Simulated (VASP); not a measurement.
# SrVO3 (Pm-3m) in VASP: notebook, part 2 of 2

VASP 6.6.1. The steps go on from the part before.

### 3 Single point, r2SCAN, collinear spin, ferromagnetic start

This run uses another cell than the first one, of 11.34 Å³/atom.

File POSCAR:

```
SrVO3
1.0
    3.8412952204      0.0000000000      0.0000000000
    0.0000000000      3.8412952204      0.0000000000
    0.0000000000      0.0000000000      3.8412952204
Sr V O
1 1 3
Direct
    0.5000000000      0.5000000000      0.5000000000
    0.0000000000      0.0000000000      0.0000000000
    0.0000000000      0.0000000000      0.5000000000
    0.0000000000      0.5000000000      0.0000000000
    0.5000000000      0.0000000000      0.0000000000
```

File INCAR.step1:

```
SYSTEM = SrVO3
ALGO     = Normal         ! electronic algorithm
EDIFF    = 1E-4           ! SCF threshold, eV
ENCUT    = 520            ! plane-wave cutoff, eV
GGA      = PE             ! functional
ISMEAR   = -1             ! smearing method
ISPIN    = 2              ! spin polarisation
LASPH    = .True.         ! aspherical terms in the spheres
LCHARG   = .False.        ! write CHGCAR
LMAXMIX  = 4              ! l up to which the mixer works
LREAL    = .False.        ! projectors in reciprocal space
LWAVE    = .True.         ! write WAVECAR
MAGMOM   = 0 2 0 0 0      ! initial moments
NBANDS   = 32             ! bands
NELM     = 150            ! most SCF steps
PREC     = Accurate       ! precision mode
SIGMA    = 0.05           ! smearing width, eV
```

File INCAR.step2:

```
SYSTEM = SrVO3
ALGO     = Normal         ! electronic algorithm
EDIFF    = 1E-6           ! SCF threshold, eV
ENCUT    = 520            ! plane-wave cutoff, eV
ISIF     = 2              ! what is computed and relaxed
ISMEAR   = -1             ! smearing method
ISPIN    = 2              ! spin polarisation
ISTART   = 1            
LASPH    = .True.         ! aspherical terms in the spheres
LCHARG   = .False.        ! write CHGCAR
LMAXMIX  = 4              ! l up to which the mixer works
LMIXTAU  = .True.       
LORBIT   = 11             ! projections on sites
LREAL    = .False.        ! projectors in reciprocal space
LWAVE    = .False.        ! write WAVECAR
MAGMOM   = 0 2 0 0 0      ! initial moments
METAGGA  = R2SCAN         ! meta-GGA
NBANDS   = 32             ! bands
NELM     = 150            ! most SCF steps
PREC     = Accurate       ! precision mode
SIGMA    = 0.05           ! smearing width, eV
```

File KPOINTS:

```
k-points
0
Gamma
  7 7 7
  0 0 0
```

Potentials or basis: VASP PAW PBE potentials, release 64 (Sr_sv, V_sv, O).

The run is started by

```sh
$ cat potpaw_PBE.64/Sr_sv/POTCAR potpaw_PBE.64/V_sv/POTCAR potpaw_PBE.64/O/POTCAR > POTCAR
$ cp INCAR.step1 INCAR
$ mpirun -np 1 vasp_std > vasp.out
$ cp INCAR.step2 INCAR
$ mpirun -np 1 vasp_std > vasp.out
```

Run time: 9.7 min. Hardware: 1 thread of Intel Xeon 8259CL, shared host; peak memory 0.23 GiB.

Results (log left out):

```
Free energy                                           : -62.3783 eV
Pressure                                              : -1.3 GPa
Net moment                                            : 0.00 μB per cell
Valence electrons inside the program's atomic spheres : Sr 8.09; V 11.52; O 5.08
```

Levels at points of the mesh, in eV from the Fermi level:
Spin up:
```tsv
k point	band 17	band 18	band 19	band 20	band 21	band 22	band 23	band 24
(0.00, 0.00, 0.00)	-3.49	-2.62	-2.62	-2.62	-0.84	-0.84	-0.84	1.40
```
Spin down:
```
           k point  band 16  band 17  band 18  band 19  band 20  band 21  band 22  band 23  band 24  band 25
(0.00, 0.00, 0.00)    -3.49    -3.49    -2.62    -2.62    -2.62    -0.84    -0.84    -0.84     1.40     1.40
```

Caveat: the moments typed at the start vanished in this run; the PAW data sets were made with another functional, which shifts forces and pressure a little; semilocal functionals often make such compounds metallic where correlation or magnetic order opens a gap, which also shifts bond lengths. With open d or f shells a metallic result of r2SCAN can be an artefact of self-interaction; +U or a hybrid may open a gap.

### 4 Relaxation of cell and atoms, PBE, collinear spin, ferromagnetic start

This run uses another cell than the first one, of 11.33 Å³/atom.

File INCAR:

```
PREC = Accurate
ENCUT = 600
EDIFF = 1E-6
ISMEAR = -1
SIGMA = 0.05
LREAL = False
LASPH = True
NELM = 150
ALGO = Normal
ISIF = 3
LWAVE = False
LCHARG = False
ISPIN = 2
MAGMOM = 0 2 0 0 0
LORBIT = 11
LMAXMIX = 4
GGA = PE
IBRION = 2
NSW = 60
EDIFFG = -0.01
```

File KPOINTS:

```
Automatic mesh
0
Gamma
  7 7 7
```

Edit POSCAR of step 3 so:

```diff
@@ -2,5 +2,5 @@
 1.0
-    3.8412952204      0.0000000000      0.0000000000
-    0.0000000000      3.8412952204      0.0000000000
-    0.0000000000      0.0000000000      3.8412952204
+    3.8409000000      0.0000000000      0.0000000000
+    0.0000000000      3.8409000000      0.0000000000
+    0.0000000000      0.0000000000      3.8409000000
 Sr V O
```

Potentials or basis: VASP PAW PBE potentials, release 64 (Sr_sv, V_sv, O).

The run is started by

```sh
$ cat potpaw_PBE.64/Sr_sv/POTCAR potpaw_PBE.64/V_sv/POTCAR potpaw_PBE.64/O/POTCAR > POTCAR
$ mpirun -np 1 vasp_std > vasp.out
```

OUTCAR:

```text
PREC = Accurate
   ENCUT = 600
   EDIFF = 1E-6
   ISMEAR = -1
   LREAL = False
   LASPH = True
   NELM = 150
   ISIF = 3
   ISPIN = 2
   LORBIT = 11
   GGA = PE
   IBRION = 2
   NSW = 60
   EDIFFG = -0.01

 ion  position               nearest neighbor table
   1  0.500  0.500  0.500-   3 2.72   4 2.72   5 2.72   4 2.72   5 2.72   3 2.72   5 2.72   5 2.72
                             3 2.72   4 2.72   4 2.72   3 2.72   2 3.33   2 3.33   2 3.33   2 3.33
   2  0.000  0.000  0.000-   3 1.92   4 1.92   5 1.92   3 1.92   4 1.92   5 1.92   1 3.33   1 3.33
                             1 3.33   1 3.33   1 3.33   1 3.33   1 3.33   1 3.33
   3  0.000  0.000  0.500-   2 1.92   2 1.92   1 2.72   1 2.72   1 2.72   1 2.72
   4  0.000  0.500  0.000-   2 1.92   2 1.92   1 2.72   1 2.72   1 2.72   1 2.72
   5  0.500  0.000  0.000-   2 1.92   2 1.92   1 2.72   1 2.72   1 2.72   1 2.72

  LATTYP: Found a simple cubic cell.
 ALAT       =     3.8409000000

  Lattice vectors:

 A1 = (   3.8409000000,   0.0000000000,   0.0000000000)
 A2 = (   0.0000000000,   3.8409000000,   0.0000000000)
 A3 = (   0.0000000000,   0.0000000000,   3.8409000000)

Analysis of symmetry for initial positions (statically):
=====================================================================
 Subroutine PRICEL returns:
 Original cell was already a primitive cell.

[... 263 lines left out ...]
--------------------------------------- Ionic step        3  -------------------------------------------

 number of electron      40.9999990 magnetization      -0.0000003

 Free energy of the ion-electron system (eV)
  ---------------------------------------------------
  ext. energy  EPLUGINS =         0.00000000
  ---------------------------------------------------
  free energy    TOTEN  =       -39.30866583 eV

  energy without entropy =      -39.29678429  energy(sigma->0) =      -39.30272506

 E-fermi :   6.0366     XC(G=0): -11.4857

 val. band max:        6.0055281367   @ k =   0.4286   0.1429   0.1429
 cond. band min:       6.4071353070   @ k =   0.2857   0.2857   0.0000
 fundamental gap:      0.4016071703
 Fermi energy:         6.0366411124

 spin component 1

 k-point     1 :       0.0000    0.0000    0.0000
  band No.  band energies     occupation
      1     -59.7437      1.00000
      2     -33.5703      1.00000
      3     -33.5703      1.00000
      4     -33.5703      1.00000
      5     -28.4489      1.00000
      6     -13.5439      1.00000
[... 549 lines left out ...]
     24      11.2005      0.00000
     25      11.2005      0.00000
 Fermi energy:         6.0366411124

 spin component 2

 k-point     1 :       0.0000    0.0000    0.0000
  band No.  band energies     occupation
      1     -59.7437      1.00000
      2     -33.5703      1.00000
      3     -33.5703      1.00000
      4     -33.5703      1.00000
      5     -28.4489      1.00000
      6     -13.5439      1.00000
[... 581 lines left out ...]
  FREE ENERGIE OF THE ION-ELECTRON SYSTEM (eV)
  ---------------------------------------------------
  free  energy   TOTEN  =       -39.3086658282 eV

  energy  without entropy=      -39.2967842924  energy(sigma->0) =      -39.30272506

 reached required accuracy - stopping structural energy minimisation

 total charge

# of ion       s       p       d       tot
------------------------------------------
    1        1.999   5.800   0.212   8.010
    2        2.279   6.337   2.934  11.550
    3        1.561   3.475   0.000   5.036
    4        1.561   3.475   0.000   5.036
    5        1.561   3.475   0.000   5.036
--------------------------------------------------
tot          8.960  22.562   3.146  34.668

 magnetization (x)

# of ion       s       p       d       tot
------------------------------------------
    1        0.000  -0.000   0.000  -0.000
    2       -0.000  -0.000  -0.000  -0.000
    3        0.000   0.000   0.000   0.000
    4        0.000   0.000   0.000   0.000
    5        0.000   0.000   0.000   0.000
--------------------------------------------------
tot          0.000  -0.000  -0.000  -0.000
```

Wall time 5 min (1 thread of Intel Xeon 8259CL, shared host); peak memory 0.25 GiB.

Results:

```
Free energy                                           : -39.3087 eV
Relaxed volume                                        : 11.52 Å³/atom
Relaxed cell                                          : a = 3.862 Å, b = 3.862 Å, c = 3.862 Å, α = 90.00°, β = 90.00°, γ = 90.00°
Space group after relaxing (to 0.1 Å)                 : Pm-3m (No. 221)
Energy gained by relaxing                             : 1.8 meV/atom
Ionic steps                                           : 3
Pressure after relaxing                               : 0.0 GPa
Net moment                                            : 0.00 μB per cell
Valence electrons inside the program's atomic spheres : Sr 8.01; V 11.55; O 5.04
```

Step by step:
| step | energy change (eV) | largest force (eV/Å) | pressure (GPa) | volume (Å³) |
| --- | --- | --- | --- | --- |
| 1 | 0.0000 | 0.0000 | 3.08 | 56.66 |
| 2 | -0.0017 | 0.0000 | -2.60 | 58.47 |
| 3 | -0.0088 | 0.0000 | -0.01 | 57.60 |

Final structure:
```
Sr V O
1.0
     3.86194    0.00000    0.00000
     0.00000    3.86194    0.00000
     0.00000    0.00000    3.86194
Sr V O
1 1 3
Direct
  0.50000 0.50000 0.50000
  0.00000 0.00000 0.00000
  0.00000 0.00000 0.50000
  0.00000 0.50000 0.00000
  0.50000 0.00000 0.00000
```

Levels at points of the mesh, in eV from the Fermi level:
Spin up:
| k point | band 16 | band 17 | band 18 | band 19 | band 20 | band 21 | band 22 | band 23 | band 24 | band 25 |
| --- | --- | --- | --- | --- | --- | --- | --- | --- | --- | --- |
| (0.00, 0.00, 0.00) | -3.10 | -3.10 | -2.30 | -2.30 | -2.30 | -0.84 | -0.84 | -0.84 | 1.32 | 1.32 |
Spin down:
```
           k point  band 17  band 18  band 19  band 20  band 21  band 22  band 23  band 24
(0.00, 0.00, 0.00)    -3.10    -2.30    -2.30    -2.30    -0.84    -0.84    -0.84     1.32
```

Caveat: the moments typed at the start vanished in this run; semilocal functionals often make such compounds metallic where correlation or magnetic order opens a gap, which also shifts bond lengths.

### 5 Summary

| task | level | cell | cutoff (eV) | gap on the mesh (eV) | pressure (GPa) | moment (μB) |
| --- | --- | --- | --- | --- | --- | --- |
| single point | PBE | a = 3.857 Å, 5 atoms | 520 | none | 0.8 | 0.00 |
| single point | r2SCAN | a = 3.841 Å, 5 atoms | 520 | none | -1.3 | 0.00 |
| relaxation of cell and atoms | PBE | relaxed from a = 3.841 Å, 5 atoms | 600 | none | 0.0 | 0.00 |

Alike in all rows: potentials or basis VASP PAW PBE potentials, release 64 (Sr_sv, V_sv, O); spin collinear, ferromagnetic start; k mesh 7 × 7 × 7; smearing fermi-dirac 0.05 eV.

Caveats: the moments typed at the start vanished in this run; semilocal functionals often make such compounds metallic where correlation or magnetic order opens a gap, which also shifts bond lengths; the PAW data sets were made with another functional, which shifts forces and pressure a little (at least some runs).

Total energies depend on the potentials used, so only differences within one code and one set of settings carry meaning.

The gap in the log of VASP goes by the Fermi energy; the results here count the filled bands.